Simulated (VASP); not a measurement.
# Sc2BSb3 (P-4m2) in VASP: notebook

Sc2BSb3 is run at these levels: PBE; tasks: relaxation of cell and atoms, single point.

Program: VASP 6.6.1. These are calculated values, not measurements. Logs are shortened: lines on timing, memory, paths and dates and some standing lists are left out, and cuts for length are marked.

## Step 1: The cell of the first run

It takes space group P-4m2 (No. 115, tetragonal). The conventional cell has a = 3.840 Å, b = 3.840 Å, c = 8.343 Å, α = 90.00°, β = 90.00°, γ = 90.00°. Sc (site symmetry 2mm) has 7 Sb at 2.87 to 3.02 Å and 2 B at 2.91 Å within 3.8 Å. Within 3.6 Å of B (site symmetry -4m2) lie 4 Sb at 2.72 Å and 4 Sc at 2.91 Å. Sb (site symmetry 2mm) has 5 Sc at 2.87 to 3.02 Å and 6 Sb at 3.42 to 3.67 Å and 2 B at 3.67 Å within 3.8 Å. Sb (site symmetry -4m2) has 4 B at 2.72 Å and 4 Sc at 2.91 Å within 3.6 Å.

## Step 2: Relaxation of cell and atoms, PBE

INCAR

```
SYSTEM = Sc2BSb3
ALGO = Normal
EDIFF = 1E-6
EDIFFG = -0.04
ENCUT = 600
GGA = PE
IBRION = 2
ISIF = 3
ISMEAR = 0
LASPH = .TRUE.
LCHARG = .FALSE.
LREAL = .FALSE.
LWAVE = .FALSE.
NELM = 80
NSW = 90
PREC = Accurate
SIGMA = 0.1
```

KPOINTS

```
k-points
0
G
  4 4 2
  0 0 0
```

POSCAR

```
Sc2BSb3
1.0
    3.8397055500      0.0000000000      0.0000000000
    0.0000000000      3.8397055500      0.0000000000
    0.0000000000      0.0000000000      8.3429263800
Sc B Sb
2 1 3
Direct
    0.5000000000      0.0000000000      0.2626059900
    0.0000000000      0.5000000000      0.7373940100
    0.0000000000      0.0000000000      0.0000000000
    0.5000000000      0.0000000000      0.6250519800
    0.0000000000      0.5000000000      0.3749480200
    0.5000000000      0.5000000000      0.0000000000
```

Potentials or basis: VASP PAW PBE potentials, release 64 (Sc_sv, B, Sb).

The run is started by

```
cat potpaw_PBE.64/Sc_sv/POTCAR potpaw_PBE.64/B/POTCAR potpaw_PBE.64/Sb/POTCAR > POTCAR
mpirun -np 1 vasp_std > vasp.out
```

OUTCAR:

```text
SYSTEM = Sc2BSb3
   EDIFF = 1E-6
   EDIFFG = -0.04
   ENCUT = 600
   GGA = PE
   IBRION = 2
   ISIF = 3
   ISMEAR = 0
   LASPH = .TRUE.
   LREAL = .FALSE.
   NELM = 80
   NSW = 90
   PREC = Accurate

 ion  position               nearest neighbor table
   1  0.500  0.000  0.263-   5 2.87   5 2.87   5 2.87   5 2.87   6 2.91   6 2.91   4 3.02
   2  0.000  0.500  0.737-   4 2.87   4 2.87   4 2.87   4 2.87   6 2.91   6 2.91   5 3.02
   3  0.000  0.000  0.000-   6 2.72   6 2.72   6 2.72   6 2.72
   4  0.500  0.000  0.625-   2 2.87   2 2.87   2 2.87   2 2.87   1 3.02   5 3.42   5 3.42   5 3.42
                             5 3.42   6 3.67   6 3.67
   5  0.000  0.500  0.375-   1 2.87   1 2.87   1 2.87   1 2.87   2 3.02   4 3.42   4 3.42   4 3.42
                             4 3.42   6 3.67   6 3.67
   6  0.500  0.500  0.000-   3 2.72   3 2.72   3 2.72   3 2.72   2 2.91   2 2.91   1 2.91   1 2.91
                             4 3.67   5 3.67   5 3.67   4 3.67

  LATTYP: Found a simple tetragonal cell.
 ALAT       =     3.8397055500
 C/A-ratio  =     2.1728036880

  Lattice vectors:

 A1 = (   3.8397055500,   0.0000000000,   0.0000000000)
 A2 = (   0.0000000000,   3.8397055500,   0.0000000000)
 A3 = (   0.0000000000,   0.0000000000,   8.3429263800)

Analysis of symmetry for initial positions (statically):
=====================================================================
 Subroutine PRICEL returns:
 Original cell was already a primitive cell.

 Routine SETGRP: Setting up the symmetry group for a
 simple tetragonal supercell.

 Subroutine GETGRP returns: Found  8 space group operations
 (whereof  8 operations were pure point group operations)
 out of a pool of 16 trial point group operations.

The static configuration has the point symmetry D_2d.

Analysis of symmetry for dynamics (positions and initial velocities):
=====================================================================
 Subroutine PRICEL returns:
 Original cell was already a primitive cell.

 Routine SETGRP: Setting up the symmetry group for a
 simple tetragonal supercell.

 Subroutine GETGRP returns: Found  8 space group operations
 (whereof  8 operations were pure point group operations)
 out of a pool of 16 trial point group operations.

The dynamic configuration has the point symmetry D_2d.

 Subroutine INISYM returns: Found  8 space group operations
 (whereof  8 operations are pure point group operations),
 and found     1 'primitive' translations

----------------------------------------------------------------------------------------

                                     Primitive cell

  volume of cell :     123.0026

  direct lattice vectors                    reciprocal lattice vectors
     3.839705550  0.000000000  0.000000000     0.260436637  0.000000000  0.000000000
     0.000000000  3.839705550  0.000000000     0.000000000  0.260436637  0.000000000
     0.000000000  0.000000000  8.342926380     0.000000000  0.000000000  0.119862019

  length of vectors
     3.839705550  3.839705550  8.342926380     0.260436637  0.260436637  0.119862019

  position of ions in fractional coordinates (direct lattice)
     0.500000000  0.000000000  0.262605990
     0.000000000  0.500000000  0.737394010
     0.000000000  0.000000000  0.000000000
     0.500000000  0.000000000  0.625051980
     0.000000000  0.500000000  0.374948020
     0.500000000  0.500000000  0.000000000

  ion indices of the primitive-cell ions
   primitive index   ion index
                 1           1
                 2           2
                 3           3
                 4           4
                 5           5
                 6           6

----------------------------------------------------------------------------------------

 KPOINTS: k-points

Automatic generation of k-mesh.
 Grid dimensions read from file:
 generate k-points for:    4    4    2

 Generating k-lattice:

  Cartesian coordinates                     Fractional coordinates (reciprocal lattice)
     0.065109159  0.000000000  0.000000000     0.250000000  0.000000000  0.000000000
     0.000000000  0.065109159  0.000000000     0.000000000  0.250000000  0.000000000
     0.000000000  0.000000000  0.059931009     0.000000000  0.000000000  0.500000000

  Length of vectors
     0.065109159  0.065109159  0.059931009

  Shift w.r.t. Gamma in fractional coordinates (k-lattice)
     0.000000000  0.000000000  0.000000000

 Subroutine IBZKPT returns following result:
 ===========================================

 Found     12 irreducible k-points:

 Following reciprocal coordinates:
            Coordinates               Weight
  0.000000  0.000000  0.000000      1.000000
  0.250000  0.000000  0.000000      4.000000
  0.500000  0.000000  0.000000      2.000000
  0.250000  0.250000  0.000000      4.000000
  0.500000  0.250000  0.000000      4.000000
  0.500000  0.500000  0.000000      1.000000
  0.000000  0.000000  0.500000      1.000000
  0.250000  0.000000  0.500000      4.000000
  0.500000  0.000000  0.500000      2.000000
  0.250000  0.250000  0.500000      4.000000
  0.500000  0.250000  0.500000      4.000000
  0.500000  0.500000  0.500000      1.000000
   k-points           NKPTS =     12   k-points in BZ     NKDIM =     12   number of bands    NBANDS=     24
   number of dos      NEDOS =    301   number of ions     NIONS =      6
   total plane-waves  NPLWV =  71680
   dimension x,y,z NGX =    32 NGY =   32 NGZ =   70
   dimension x,y,z NGXF=    64 NGYF=   64 NGZF=  140
   ions per type =               2   1   3
   NGX,Y,Z   is equivalent  to a cutoff of  13.85, 13.85, 13.95 a.u.
   NGXF,Y,Z  is equivalent  to a cutoff of  27.71, 27.71, 27.90 a.u.
 SYSTEM =  Sc2BSb3
   PREC   = accura    normal or accurate (medium, high low for compatibility)
   ISTART =      0    job   : 0-new  1-cont  2-samecut
   ICHARG =      2    charge: 1-file 2-atom 10-const
   ISPIN  =      1    spin polarized calculation?
   LNONCOLLINEAR =      F non collinear calculations
   LSORBIT =      F    spin-orbit coupling
   LASPH  =      T    aspherical Exc in radial PAW
   ENCUT  =  600.0 eV  44.10 Ry    6.64 a.u.   7.67  7.67 16.66*2*pi/ulx,y,z
   NELM   =     80;   NELMIN=  2; NELMDL= -5     # of ELM steps
   EDIFF  = 0.1E-05   stopping-criterion for ELM
   LREAL  =      F    real-space projection
   EDIFFG = -.4E-01   stopping-criterion for IOM
   NSW    =     90    number of steps for IOM
   IBRION =      2    ionic relax: 0-MD 1-quasi-New 2-CG
   NFREE  =      1    steps in history (QN), initial steepest desc. (CG)
   ISIF   =      3    stress and relaxation
   ISYM   =      2    0-nonsym 1-usesym 2-fastsym
   POTIM  = 0.5000    time-step for ionic-motion
   TEBEG  =    0.0;   TEEND  =   0.0 temperature during run
   PSTRESS=    0.0 pullay stress
   NELECT =      40.0000    total number of electrons
   NUPDOWN=      -1.0000    fix difference up-down
   EMIN   =  10.00;   EMAX   =-10.00  energy-range for DOS
   EFERMI =   0.00;   METHOD = LEGACY
   ISMEAR =     0;   SIGMA  =   0.10  broadening in eV -4-tet -1-fermi 0-gaus
   EFERMI_NEDOS =   21; number of points for ismear=-14 and -15
   IALGO  =     38    algorithm
   IMIX   =      4    mixing-type and parameters
     AMIX     =   0.40;   BMIX     =  1.00
     AMIX_MAG =   1.60;   BMIX_MAG =  1.00
  volume/ion in A,a.u.               =      20.50       138.34
  Fermi-wavevector in a.u.,A,eV,Ry     =   1.125788  2.127431 17.244015  1.267399
  Thomas-Fermi vector in A             =   2.262467
   LORBIT       =      0    0 simple, 1 ext, 2 COOP (PROOUT), +10 PAW based schemes
   GGA     = PE    functional components
   LHFCALC =     F    Hartree Fock is set to
   AEXX    =    0.0000 exact exchange contribution
   IVDW    =     0    specifies the selected vdW correction
   LEPSILON=     F    determine dielectric tensor
   LRPA    =     F    only Hartree local field effects (RPA)
 conjugate gradient relaxation of ions
 non-spin polarized calculation
 Gauss-broadening in eV      SIGMA  =   0.10
  energy-cutoff  :      600.00
  volume of cell :      123.00
 maximum number of plane-waves:      4124
 NGX is ok and might be reduce to    32
   NGX = 15   NGY = 15   NGZ = 33

--------------------------------------- Ionic step        1  -------------------------------------------

 number of electron      40.0000003 magnetization

 Free energy of the ion-electron system (eV)
  ---------------------------------------------------
  ext. energy  EPLUGINS =         0.00000000
  ---------------------------------------------------
  free energy    TOTEN  =       -32.29852941 eV

  energy without entropy =      -32.28120773  energy(sigma->0) =      -32.28986857

------------------------ aborting loop because EDIFF is reached ----------------------------------------

  FORCE on cell =-STRESS in cart. coord.  units (eV):
  Direction    XX          YY          ZZ          XY          YZ          ZX
  --------------------------------------------------------------------------------------
  -------------------------------------------------------------------------------------
  Total        0.7659446      0.7659446      4.1701268      0.0000000      0.0000000     -0.0000000
  in kB        9.9768552      9.9768552     54.3182275      0.0000000      0.0000000     -0.0000000
  external PRESSURE =      24.7573126 kB  Pullay stress =       0.0000000 kB
[... 101 lines left out ...]
  FREE ENERGIE OF THE ION-ELECTRON SYSTEM (eV)
  ---------------------------------------------------
  free  energy   TOTEN  =       -32.4666117821 eV

  energy  without entropy=      -32.4545791254  energy(sigma->0) =      -32.46059545

[... ionic steps 4 to 7 ...]

--------------------------------------- Ionic step        8  -------------------------------------------

 number of electron      40.0000009 magnetization

------------------------ aborting loop because EDIFF is reached ----------------------------------------

  FORCE on cell =-STRESS in cart. coord.  units (eV):
  Direction    XX          YY          ZZ          XY          YZ          ZX
  --------------------------------------------------------------------------------------
  -------------------------------------------------------------------------------------
  Total       -0.1336868     -0.1336868      0.0381262      0.0000000      0.0000000      0.0000000
  in kB       -1.7059467     -1.7059467      0.4865202      0.0000000      0.0000000      0.0000000
  external PRESSURE =      -0.9751244 kB  Pullay stress =       0.0000000 kB
[... 65 lines left out ...]
  energy  without entropy=      -32.6231103483  energy(sigma->0) =      -32.63218232

--------------------------------------- Ionic step       10  -------------------------------------------

 number of electron      40.0000000 magnetization

 Free energy of the ion-electron system (eV)
  ---------------------------------------------------
  ext. energy  EPLUGINS =         0.00000000
  ---------------------------------------------------
  free energy    TOTEN  =       -32.64257547 eV

  energy without entropy =      -32.62431210  energy(sigma->0) =      -32.63344379

 E-fermi :   7.0572     XC(G=0): -10.5916

 val. band max:        7.0088087618   @ k =   0.2500   0.2500   0.5000
 cond. band min:       7.1700328749   @ k =   0.2500   0.2500   0.0000
 fundamental gap:      0.1612241131
 Fermi energy:         7.0572378201

 k-point     1 :       0.0000    0.0000    0.0000
  band No.  band energies     occupation
      1     -41.9668      2.00000
      2     -41.9665      2.00000
      3     -20.7030      2.00000
      4     -20.6904      2.00000
      5     -20.5988      2.00000
      6     -20.5988      2.00000
[... 346 lines left out ...]
  FREE ENERGIE OF THE ION-ELECTRON SYSTEM (eV)
  ---------------------------------------------------
  free  energy   TOTEN  =       -32.6425754701 eV

  energy  without entropy=      -32.6243121004  energy(sigma->0) =      -32.63344379

 reached required accuracy - stopping structural energy minimisation
```

It took 5.6 min on 1 thread of Intel Xeon Platinum 8375C at 2.90GHz (Ice Lake), shared host; peak memory 0.28 GiB.

What came out:

* Free energy: -32.6426 eV
* Relaxed volume: 20.84 Å³/atom
* Relaxed cell: a = 3.767 Å, b = 3.767 Å, c = 8.809 Å, α = 90.00°, β = 90.00°, γ = 90.00°
* Space group after relaxing (to 0.05 Å): P-4m2 (No. 115)
* Energy gained by relaxing: 57.3 meV/atom
* Ionic steps: 10
* Pressure after relaxing: 0.2 GPa
* Largest force after relaxing: 0.028 eV/Å
* Band gap on the k mesh: zero (band 20 reaches 7.97 eV, above the bottom of band 21 at 5.77 eV)

Forces on the atoms (eV/Å):
```
Sc   0.000  0.000  0.028
Sc   0.000  0.000 -0.028
B    0.000  0.000  0.000
Sb   0.000  0.000  0.001
Sb   0.000  0.000 -0.001
Sb   0.000  0.000  0.000
```

Stress tensor (GPa, compression positive):
```
0.14 0.00 0.00
0.00 0.14 0.00
0.00 0.00 0.24
```

Step by step:
```
step  energy change (eV)  largest force (eV/Å)  pressure (GPa)  volume (Å³)
   1              0.0000                0.9568            2.48       123.00
   2             -0.1584                0.6146           -1.38       128.70
   3             -0.1681                0.5189           -2.35       130.43
   4             -0.2866                0.4839           -1.04       127.54
   5             -0.3174                0.4125            0.12       125.45
   6             -0.3179                0.4007            0.30       125.15
   7             -0.3376                0.1485           -0.01       125.45
   8             -0.3390                0.1769           -0.10       125.55
   9             -0.3427                0.0984            0.04       125.27
  10             -0.3440                0.0279            0.17       125.02
```

Final structure:
```
Sc B Sb
1.0
     3.76734    0.00000    0.00000
     0.00000    3.76734    0.00000
     0.00000    0.00000    8.80885
Sc B Sb
2 1 3
Direct
  0.50000 0.00000 0.24549
  0.00000 0.50000 0.75451
  0.00000 0.00000 0.00000
  0.50000 0.00000 0.60693
  0.00000 0.50000 0.39307
  0.50000 0.50000 0.00000
```

Caveat: the k points lie up to 0.42 Å⁻¹ apart in the final cell; spin-orbit coupling is left out, which moves the levels of the heavy elements.

(Part 1 of 2 ends here.)
